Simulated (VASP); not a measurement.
# GaN (Cc) in VASP: single point with r2SCAN

Aim: the single point of GaN with r2SCAN.

Everything below comes from runs of VASP 6.6.1. Logs are shortened: lines on timing, memory, paths and dates and some standing lists are left out, and cuts for length are marked.

## (1) The cell of the first run

It takes space group Cc (No. 9, monoclinic). Conventional cell: a = 3.183 Å, b = 5.513 Å, c = 5.184 Å, α = 90.00°, β = 90.00°, γ = 90.00°. Ga (site symmetry 1) has 4 N at 1.82 to 2.07 Å within 2.4 Å. N (site symmetry 1) has 4 Ga at 1.82 to 2.07 Å within 2.4 Å.

## (2) Single point, r2SCAN (all Ga atoms moved -0.150 Å, as atom 1 along Cartesian [1 0 0])

Contents of POSCAR:

```
GaN
1.0
    3.1830984331      0.0000000000      0.0000000000
   -1.5915492166      2.7566441058      0.0000000000
    0.0000000000      0.0000000000      5.1835962460
Ga N
2 2
Direct
    0.2862094372      0.6666666667      0.9991101048
    0.6195427705      0.3333333333      0.4991101048
    0.3333333333      0.6666666667      0.3758898952
    0.6666666667      0.3333333333      0.8758898952
```

Contents of INCAR.step1:

```
SYSTEM = GaN
PREC = Accurate ; ENCUT = 520
ISMEAR = 0 ; SIGMA = 0.05
LREAL = .FALSE. ; LASPH = .TRUE.
NELM = 100 ; NBANDS = 26
GGA = PE ; ALGO = Normal
EDIFF = 1E-4 ; LWAVE = .TRUE.
LCHARG = .FALSE.
```

Contents of INCAR.step2:

```
SYSTEM = GaN
PREC = Accurate ; ENCUT = 520
EDIFF = 1E-6 ; ISMEAR = 0
SIGMA = 0.05 ; LREAL = .FALSE.
LASPH = .TRUE. ; NELM = 100
ALGO = Normal ; ISIF = 2
LWAVE = .FALSE. ; LCHARG = .FALSE.
METAGGA = R2SCAN ; LMIXTAU = .TRUE.
NBANDS = 26 ; ISTART = 1
```

Contents of KPOINTS:

```
regular mesh
0
G
  12 12 6
  0 0 0
```

Potentials or basis: VASP PAW PBE potentials, release 64 (Ga_d, N).

Command:

```console
> cat potpaw_PBE.64/Ga_d/POTCAR potpaw_PBE.64/N/POTCAR > POTCAR
> cp INCAR.step1 INCAR
> mpirun -np 1 vasp_std > vasp.out
> cp INCAR.step2 INCAR
> mpirun -np 1 vasp_std > vasp.out
```

OUTCAR:

```text
SYSTEM = GaN
   PREC = Accurate
   ENCUT = 520
   EDIFF = 1E-6
   ISMEAR = 0
   LREAL = .FALSE.
   LASPH = .TRUE.
   NELM = 100
   ISIF = 2
   METAGGA = R2SCAN
   ISTART = 1

 ion  position               nearest neighbor table
   1  0.286  0.667  0.999-   4 1.82   4 1.95   3 1.96   4 2.07
   2  0.620  0.333  0.499-   3 1.82   3 1.95   4 1.96   3 2.07
   3  0.333  0.667  0.376-   2 1.82   2 1.95   1 1.96   2 2.07
   4  0.667  0.333  0.876-   1 1.82   1 1.95   2 1.96   1 2.07

  LATTYP: Found a hexagonal cell.
 ALAT       =     3.1830984331
 C/A-ratio  =     1.6284750079

  Lattice vectors:

 A1 = (   3.1830984331,   0.0000000000,   0.0000000000)
 A2 = (  -1.5915492166,   2.7566441058,   0.0000000000)
 A3 = (   0.0000000000,   0.0000000000,   5.1835962460)

Analysis of symmetry for initial positions (statically):
=====================================================================
 Subroutine PRICEL returns:
 Original cell was already a primitive cell.

 Routine SETGRP: Setting up the symmetry group for a
 hexagonal supercell.

 Subroutine GETGRP returns: Found  2 space group operations
 (whereof  1 operations were pure point group operations)
 out of a pool of 24 trial point group operations.

The static configuration has the point symmetry C_1 .
 The point group associated with its full space group is C_1h.

Analysis of symmetry for dynamics (positions and initial velocities):
=====================================================================
 Subroutine PRICEL returns:
 Original cell was already a primitive cell.

 Routine SETGRP: Setting up the symmetry group for a
 hexagonal supercell.

 Subroutine GETGRP returns: Found  2 space group operations
 (whereof  1 operations were pure point group operations)
 out of a pool of 24 trial point group operations.

The dynamic configuration has the point symmetry C_1 .
 The point group associated with its full space group is C_1h.

 Subroutine INISYM returns: Found  2 space group operations
 (whereof  1 operations are pure point group operations),
 and found     1 'primitive' translations

----------------------------------------------------------------------------------------

                                     Primitive cell

  volume of cell :      45.4843

  direct lattice vectors                    reciprocal lattice vectors
     3.183098433  0.000000000  0.000000000     0.314159308  0.181379961  0.000000000
    -1.591549217  2.756644106  0.000000000     0.000000000  0.362759922  0.000000000
     0.000000000  0.000000000  5.183596246     0.000000000  0.000000000  0.192916260

  length of vectors
     3.183098433  3.183098433  5.183596246     0.362759922  0.362759922  0.192916260

  position of ions in fractional coordinates (direct lattice)
     0.286209437  0.666666667  0.999110105
     0.619542770  0.333333333  0.499110105
     0.333333333  0.666666667  0.375889895
     0.666666667  0.333333333  0.875889895

  ion indices of the primitive-cell ions
   primitive index   ion index
                 1           1
                 2           2
                 3           3
                 4           4

----------------------------------------------------------------------------------------

 KPOINTS: regular mesh

Automatic generation of k-mesh.
 Grid dimensions read from file:
 generate k-points for:   12   12    6

 Generating k-lattice:

  Cartesian coordinates                     Fractional coordinates (reciprocal lattice)
     0.026179942  0.015114997  0.000000000     0.083333333 -0.000000000  0.000000000
     0.000000000  0.030229993  0.000000000     0.000000000  0.083333333  0.000000000
     0.000000000  0.000000000  0.032152710     0.000000000  0.000000000  0.166666667

  Length of vectors
     0.030229993  0.030229993  0.032152710

  Shift w.r.t. Gamma in fractional coordinates (k-lattice)
     0.000000000  0.000000000  0.000000000

 Subroutine IBZKPT returns following result:
 ===========================================

 Found    242 irreducible k-points:

 Following reciprocal coordinates:
            Coordinates               Weight
  0.000000  0.000000  0.000000      1.000000
  0.083333  0.000000  0.000000      4.000000
  0.000000  0.083333  0.000000      2.000000
  0.166667 -0.000000  0.000000      4.000000
  0.000000  0.166667  0.000000      2.000000
  0.250000  0.000000  0.000000      4.000000
[... 16 lines left out ...]
 -0.083333  0.416667  0.000000      4.000000
 -0.416667  0.333333  0.000000      4.000000
 [... further k-points ...]
   k-points           NKPTS =    242   k-points in BZ     NKDIM =    242   number of bands    NBANDS=     26
   number of dos      NEDOS =    301   number of ions     NIONS =      4
   total plane-waves  NPLWV =  23040
   dimension x,y,z NGX =    24 NGY =   24 NGZ =   40
   dimension x,y,z NGXF=    48 NGYF=   48 NGZF=   80
   ions per type =               2   2
   NGX,Y,Z   is equivalent  to a cutoff of  12.53, 12.53, 12.83 a.u.
   NGXF,Y,Z  is equivalent  to a cutoff of  25.07, 25.07, 25.66 a.u.
 SYSTEM =  GaN
   PREC   = accura    normal or accurate (medium, high low for compatibility)
   ISTART =      1    job   : 0-new  1-cont  2-samecut
   ICHARG =      0    charge: 1-file 2-atom 10-const
   ISPIN  =      1    spin polarized calculation?
   LNONCOLLINEAR =      F non collinear calculations
   LSORBIT =      F    spin-orbit coupling
   LASPH  =      T    aspherical Exc in radial PAW
   ENCUT  =  520.0 eV  38.22 Ry    6.18 a.u.   5.92  5.92  9.64*2*pi/ulx,y,z
   NELM   =    100;   NELMIN=  2; NELMDL=  0     # of ELM steps
   EDIFF  = 0.1E-05   stopping-criterion for ELM
   LREAL  =      F    real-space projection
   EDIFFG = 0.1E-04   stopping-criterion for IOM
   NSW    =      0    number of steps for IOM
   IBRION =     -1    ionic relax: 0-MD 1-quasi-New 2-CG
   NFREE  =      0    steps in history (QN), initial steepest desc. (CG)
   ISIF   =      2    stress and relaxation
   ISYM   =      2    0-nonsym 1-usesym 2-fastsym
   POTIM  = 0.5000    time-step for ionic-motion
   TEBEG  =    0.0;   TEEND  =   0.0 temperature during run
   PSTRESS=    0.0 pullay stress
   NELECT =      36.0000    total number of electrons
   NUPDOWN=      -1.0000    fix difference up-down
   EMIN   =  10.00;   EMAX   =-10.00  energy-range for DOS
   EFERMI =   0.00;   METHOD = LEGACY
   ISMEAR =     0;   SIGMA  =   0.05  broadening in eV -4-tet -1-fermi 0-gaus
   EFERMI_NEDOS =   21; number of points for ismear=-14 and -15
   IALGO  =     38    algorithm
   IMIX   =      4    mixing-type and parameters
     AMIX     =   0.40;   BMIX     =  1.00
     AMIX_MAG =   1.60;   BMIX_MAG =  1.00
  volume/ion in A,a.u.               =      11.37        76.74
  Fermi-wavevector in a.u.,A,eV,Ry     =   1.514334  2.861676 31.200984  2.293208
  Thomas-Fermi vector in A             =   2.624005
   LORBIT       =      0    0 simple, 1 ext, 2 COOP (PROOUT), +10 PAW based schemes
   METAGGA = R2SCAN    functional components
   LHFCALC =     F    Hartree Fock is set to
   AEXX    =    0.0000 exact exchange contribution
   IVDW    =     0    specifies the selected vdW correction
   LEPSILON=     F    determine dielectric tensor
   LRPA    =     F    only Hartree local field effects (RPA)
 non-spin polarized calculation
 Gauss-broadening in eV      SIGMA  =   0.05
  energy-cutoff  :      520.00
  volume of cell :       45.48
 maximum number of plane-waves:      1248
   NGX = 11   NGY = 11   NGZ = 19

 number of electron      35.9999995 magnetization

 Free energy of the ion-electron system (eV)
  ---------------------------------------------------
  ext. energy  EPLUGINS =         0.00000000
  ---------------------------------------------------
  free energy    TOTEN  =       -43.51410811 eV

  energy without entropy =      -43.51410811  energy(sigma->0) =      -43.51410811

 E-fermi :   5.5152     XC(G=0): -12.6600

 val. band max:        5.2625571038   @ k =   0.0000   0.0000   0.0000
 cond. band min:       7.4469252947   @ k =   0.0000   0.0000   0.0000
 fundamental gap:      2.1843681909
 Fermi energy:         5.5151633839

 k-point     1 :       0.0000    0.0000    0.0000
  band No.  band energies     occupation
      1     -11.7876      2.00000
      2     -10.7792      2.00000
      3      -8.7754      2.00000
      4      -8.7612      2.00000
      5      -8.7120      2.00000
      6      -8.6891      2.00000
[... 18 lines left out ...]
     25      17.8021      0.00000
     26      17.8878      0.00000

 k-point     2 :       0.0833    0.0000    0.0000
  band No.  band energies     occupation
      1     -11.7192      2.00000
      2     -10.7587      2.00000
      3      -8.7722      2.00000
      4      -8.7456      2.00000
      5      -8.6999      2.00000
      6      -8.6744      2.00000
[... 18 lines left out ...]
     25      17.4398      0.00000
     26      17.9818      0.00000

 k-point     3 :       0.0000    0.0833    0.0000
  band No.  band energies     occupation
      1     -11.7184      2.00000
      2     -10.7567      2.00000
      3      -8.7849      2.00000
      4      -8.7381      2.00000
      5      -8.6977      2.00000
      6      -8.6659      2.00000
[... 18 lines left out ...]
     25      17.3925      0.00000
     26      18.0599      0.00000

 k-point     4 :       0.1667   -0.0000    0.0000
  band No.  band energies     occupation
      1     -11.5313      2.00000
      2     -10.7072      2.00000
      3      -8.7513      2.00000
      4      -8.7147      2.00000
      5      -8.6723      2.00000
      6      -8.6289      2.00000
[... 18 lines left out ...]
     25      17.2889      0.00000
     26      18.2847      0.00000
[... 496 lines left out ...]
      1     -10.9111      2.00000
      2     -10.5842      2.00000
      3      -8.7029      2.00000
      4      -8.6667      2.00000
      5      -8.5620      2.00000
      6      -8.5240      2.00000
[... 18 lines left out ...]
     25      17.5540      0.00000
     26      19.3835      0.00000

 k-point    23 :      -0.0833    0.4167    0.0000
  band No.  band energies     occupation
      1     -10.9020      2.00000
      2     -10.5619      2.00000
      3      -8.7138      2.00000
      4      -8.6628      2.00000
      5      -8.5535      2.00000
      6      -8.5476      2.00000
[... 18 lines left out ...]
     25      17.5443      0.00000
     26      19.4231      0.00000

 k-point    24 :      -0.4167    0.3333    0.0000
  band No.  band energies     occupation
      1     -10.9114      2.00000
      2     -10.5910      2.00000
      3      -8.6954      2.00000
      4      -8.6647      2.00000
      5      -8.5653      2.00000
      6      -8.5220      2.00000
[... 18 lines left out ...]
     25      17.5416      0.00000
     26      19.3492      0.00000

 [... further k-points ...]
[... 5 lines left out ...]
  --------------------------------------------------------------------------------------
  -------------------------------------------------------------------------------------
  Total        1.7203244      0.8732379      0.4209669     -0.0000000      0.0000000      1.7989987
  in kB       60.5980975     30.7596367     14.8284788     -0.0000000      0.0000000     63.3693855
  external PRESSURE =      35.3954043 kB  Pullay stress =       0.0000000 kB

 VOLUME and BASIS-vectors are now :
 -----------------------------------------------------------------------------
  energy-cutoff  :      520.00
  volume of cell :       45.48
      direct lattice vectors                 reciprocal lattice vectors
     3.183098433  0.000000000  0.000000000     0.314159308  0.181379961  0.000000000
    -1.591549217  2.756644106  0.000000000     0.000000000  0.362759922  0.000000000
     0.000000000  0.000000000  5.183596246     0.000000000  0.000000000  0.192916260

 POSITION                                       TOTAL-FORCE (eV/Angst)
 -----------------------------------------------------------------------------------
     -0.15000      1.83776      5.17898         2.077688      0.514168      0.370177
      1.44155      0.91888      2.58719         2.077688     -0.514168      0.370177
     -0.00000      1.83776      1.94846        -2.077688      0.541375     -0.370177
      1.59155      0.91888      4.54026        -2.077688     -0.541375     -0.370177
 -----------------------------------------------------------------------------------
    total drift:                               -0.006121      0.000002      0.027491

  FREE ENERGIE OF THE ION-ELECTRON SYSTEM (eV)
  ---------------------------------------------------
  free  energy   TOTEN  =       -43.5141081053 eV

  energy  without entropy=      -43.5141081053  energy(sigma->0) =      -43.51410811
```

It took 4.2 min on 1 thread of Intel Xeon 6975P-C (Granite Rapids), shared host; peak memory 0.35 GiB.

What came out:

* Free energy: -43.5141 eV
* Pressure: 3.5 GPa
* Largest force: 2.179 eV/Å
* Band gap on the k mesh: 2.18 eV, direct

Forces in eV/Å, atoms in the order of the input:
```
Ga   2.078  0.514  0.370
Ga   2.078 -0.514  0.370
N   -2.078  0.541 -0.370
N   -2.078 -0.541 -0.370
```

Stress tensor (GPa, compression positive):
```
6.06 0.00 6.34
0.00 3.08 0.00
6.34 0.00 1.48
```

Caveat: the cell differs from its parent crystal (all Ga atoms moved -0.150 Å, as atom 1 along Cartesian [1 0 0]); the PAW data sets were made with another functional, which shifts forces and pressure a little.
